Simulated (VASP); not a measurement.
Wanted: the native input for a VASP 6.6.1 run.

| Quantity | Value |
| --- | --- |
| Task | single point |
| Functional | PBE |
| Potentials or basis | VASP PAW PBE potentials, release 64 (Hf_pv, C) |
| Cutoff | 520 eV |
| k mesh | 12 × 12 × 12 |
| Occupations | gaussian, width 0.05 eV |
| Spin | no spin polarisation |
| Dipole correction | no |
| Further INCAR settings | ALGO = Normal; EDIFF = 1e-06; NBANDS = 14 |

The structure of HfC lies in POSCAR:

```
HfC
1.0
    2.9945299596      0.0000000000      0.0000000000
    0.0000000000      2.9945299596      0.0000000000
    0.0000000000      0.0000000000      2.9945299596
Hf C
1 1
Direct
    0.0000000000      0.0000000000      0.0000000000
    0.5000000000      0.5000000000      0.5000000000
```

This cell differs from its parent crystal: volume scaled by 1.100.

These files were run (other wordings do the same):

INCAR

```
SYSTEM = HfC
PREC = Accurate
ENCUT = 520
EDIFF = 1E-6
ISMEAR = 0
SIGMA = 0.05
LREAL = .False.
LASPH = .True.
NELM = 100
ALGO = Normal
ISIF = 2
LWAVE = .False.
LCHARG = .False.
GGA = PE
NBANDS = 14
```

KPOINTS

```
Automatic mesh
0
Gamma
  12 12 12
  0 0 0
```

Potentials or basis: VASP PAW PBE potentials, release 64 (Hf_pv, C).

The run is started by

```console
$ cat potpaw_PBE.64/Hf_pv/POTCAR potpaw_PBE.64/C/POTCAR > POTCAR
$ mpirun -np 1 vasp_std > vasp.out
```

Results of the run:

The pressure is -17.1 GPa and the band gap on the k mesh is zero (band 7 reaches 6.79 eV, above the bottom of band 8 at 5.12 eV).

Caveat: spin-orbit coupling is left out, which moves the levels of the heavy elements.

Run time: 10 s on 1 thread of Intel(R) Xeon(R) 6975P-C (Granite Rapids) (shared host), peak memory 0.16 GiB.
